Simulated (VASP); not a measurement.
PbF2, 3 atoms in the cell. The structure is cubic, space group Fm-3m (No. 225). The conventional cell has a = 5.724 Å, b = 5.724 Å, c = 5.724 Å, α = 90.00°, β = 90.00°, γ = 90.00°. Pb (site symmetry m-3m) has 8 F at 2.48 Å within 3.3 Å. F (site symmetry -43m) has 4 Pb at 2.48 Å and 6 F at 2.86 Å within 3.3 Å. 

| Item | Value |
| --- | --- |
| Program | VASP 6.6.1 |
| Task | single point |
| Functional | r2SCAN |
| Potentials or basis | VASP PAW PBE potentials, release 64 (Pb_d, F) |
| Cutoff | 660 eV |
| k mesh | 8 × 8 × 8 |
| Occupations | fermi-dirac, width 0.05 eV |
| Spin | no spin polarisation |
| Dipole correction | no |
| Further INCAR settings | ALGO = Normal; EDIFF = 1e-06; NBANDS = 21 |

Potentials or basis: VASP PAW PBE potentials, release 64 (Pb_d, F).

Run with:

```sh
$ cat potpaw_PBE.64/Pb_d/POTCAR potpaw_PBE.64/F/POTCAR > POTCAR
$ cp INCAR.step1 INCAR
$ mpirun -np 1 vasp_std > vasp.out
$ cp INCAR.step2 INCAR
$ mpirun -np 1 vasp_std > vasp.out
```

Hardware: 1 thread of Intel(R) Xeon(R) 6975P-C (Granite Rapids), on a shared host.

Task: How long does it take, and how much memory?

Result: Wall time 61 s on 1 thread of Intel(R) Xeon(R) 6975P-C (Granite Rapids), on a shared host, peak memory 0.22 GiB. Counts: k points 29.
